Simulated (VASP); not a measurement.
# ZrC: single point with PBE

Crystal: ZrC.

```
Zr C
1.0
     0.00000    2.31496    2.35021
     2.31496    0.00000    2.35021
     2.31496    2.31496    0.00000
Zr C
1 1
Cartesian
  2.3150 2.3150 2.3502
  0.0000 0.0000 0.0000
```

This cell differs from its parent crystal: strain -0.015 along x and y, +0.000 along z.

| Quantity | Value |
| --- | --- |
| Program | VASP 6.6.1 |
| Task | single point |
| Functional | PBE |
| Potentials or basis | VASP PAW PBE potentials, release 64 (Zr_sv, C) |
| Cutoff | 520 eV |
| k mesh | 18 × 18 × 18 |
| Occupations | gaussian, width 0.15 eV |
| Spin | no spin polarisation |

```json
{"Pressure": "8.9 GPa", "Band gap on the k mesh": "zero (bands 8 and 9 overlap by 1.36 eV)"}
```

Stress tensor (GPa, compression positive):
```
10.92  0.00  0.00
 0.00 10.92  0.00
 0.00  0.00  4.75
```

Levels at points of the mesh, in eV from the Fermi level:
| k point | band 6 | band 7 | band 8 | band 9 | band 10 | band 11 |
| --- | --- | --- | --- | --- | --- | --- |
| (0.00, 0.00, 0.00) | 0.87 | 0.96 | 0.96 | 0.99 | 1.14 | 1.14 |
| (0.50, 0.00, 0.00) | -5.43 | -3.06 | -3.04 | 4.60 | 4.71 | 5.52 |
| (0.50, 0.50, 0.00) | -2.14 | -1.85 | 0.13 | 0.13 | 4.60 | 5.87 |
| (0.50, 0.00, 0.50) | -1.96 | -1.88 | 0.01 | 0.09 | 4.60 | 5.79 |

It took 2.7 min on 1 thread of Intel(R) Xeon(R) Platinum 8259CL CPU @ 2.50GHz (Skylake/Cascade Lake) (shared host), peak memory 0.3 GiB.

Caveat: the cell differs from its parent crystal (strain -0.015 along x and y, +0.000 along z); the cell stands under pressure.
